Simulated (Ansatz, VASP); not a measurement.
# Ru: VASP beside Ansatz

INCAR

```
SYSTEM = Ru
PREC = Accurate ; ENCUT = 520
EDIFF = 1E-6 ; ISMEAR = -1
SIGMA = 0.1 ; LREAL = .FALSE.
LASPH = .TRUE. ; NELM = 80
ALGO = Normal ; ISIF = 2
LWAVE = .FALSE. ; LCHARG = .FALSE.
GGA = B5 ; ALDAX = 1.0
AGGAX = 1.0 ; AGGAC = 1.0
ALDAC = 0.0 ; NBANDS = 13
```

The input KPOINTS:

```
Automatic mesh
0
G
  16 16 16
  0 0 0
```

The input POSCAR:

```
Ru
1.0
   -1.5523900818      1.5523900818      1.5523900818
    1.5523900818     -1.5523900818      1.5523900818
    1.5523900818      1.5523900818     -1.5523900818
Ru
1
Direct
    0.0000000000      0.0000000000      0.0000000000
```

Input for Ansatz:

```yaml
crystal:
  lattice:
    - [-1.5523900818, 1.5523900818, 1.5523900818]
    - [1.5523900818, -1.5523900818, 1.5523900818]
    - [1.5523900818, 1.5523900818, -1.5523900818]
  atoms:
    - { symbol: Ru, position: [0.0, 0.0, 0.0] }
hamiltonian:
  xc: blyp
  pseudopotentials:
    kind: paw
    azcp:
      Ru: "pseudopotentials/Ru.paw.azcp"
basis:
  ecutwfc: 420
  fft_grid_basis: typed
kpoints:
  mp_grid: { grid: [16, 16, 16], shift: [0, 0, 0] }
magnetization:
  spin_polarized: false
scf:
  occupations: { method: fermi_dirac, width: 0.1 }
  lower_state_search: "off"
output:
  stress: true
```

Alike in both runs: task single point; functional BLYP; k mesh 16 × 16 × 16; occupations fermi-dirac, width 0.1 eV; no spin polarisation.

|  | VASP | Ansatz |
| --- | --- | --- |
| version | VASP 6.6.1 | Ansatz 0.2.0 |
| potentials or method | VASP PAW PBE potentials, release 64 (Ru_pv), cutoff 520 eV | plane waves (420 eV) with PAW, scalar-relativistic |
| valence electrons in the cell | 14 | 16 |

```csv
,VASP,Ansatz,Ansatz less VASP
pressure (GPa),0.6,0.1,-0.54
```

VASP's potentials were made for PBE, not for BLYP. The functional is the same, so the differences come from potentials, cutoffs and numerics. VASP's potentials hold 14 valence electrons a cell and Ansatz's 16, so a difference there can come from the potentials and not from the codes.
